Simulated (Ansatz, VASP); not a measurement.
One calculation of Mg7Se, two programs

```
Mg Se
1.0
     0.00000    4.11896    4.11896
     4.11896    0.00000    4.11896
     4.11896    4.11896    0.00000
Mg Se
7 1
Direct
  0.00000 0.00000 0.50000
  0.50000 0.00000 0.50000
  0.00000 0.50000 0.50000
  0.50000 0.50000 0.00000
  0.00000 0.50000 0.00000
  0.50000 0.00000 0.00000
  0.50000 0.50000 0.50000
  0.00000 0.00000 0.00000
```

Change from the starting cell: species swapped into the Zn7Mo type (Fm-3m, No. 225).

Alike in both runs: task relaxation of cell and atoms; functional PBE; k mesh 4 × 4 × 4; occupations gaussian, width 0.2 eV; no spin polarisation.

```csv
,VASP,Ansatz
version,VASP 6.6.1,Ansatz 0.2.0
potentials or method,"VASP PAW PBE potentials, release 64 (Mg, Se), cutoff 600 eV","scalar-relativistic, plane waves, PAW"
valence electrons in the cell,20,86
```

Ansatz gave:

| Quantity | Value |
| --- | --- |
| gap on the k mesh at the Fermi level, each at its own relaxed structure (eV) | none |
| relaxed volume (Å³/atom) | 22.39 |
| relaxed cell length with the largest relative difference (Å) | 6.327 |

**Question.** Which values does VASP return?

**Answer.** gap on the k mesh at the Fermi level, each at its own relaxed structure (eV): none; relaxed volume (Å³/atom): 22.12; relaxed cell length with the largest relative difference (Å): 6.301.

A gap of «none» marks a metal or a gap that the smearing closes. VASP's potentials hold 20 valence electrons a cell and Ansatz's 86, so a difference there can come from the potentials and not from the codes.

Noted on VASP's run: the volume moved by over 15 % at a fixed basis, so the end points are rough.
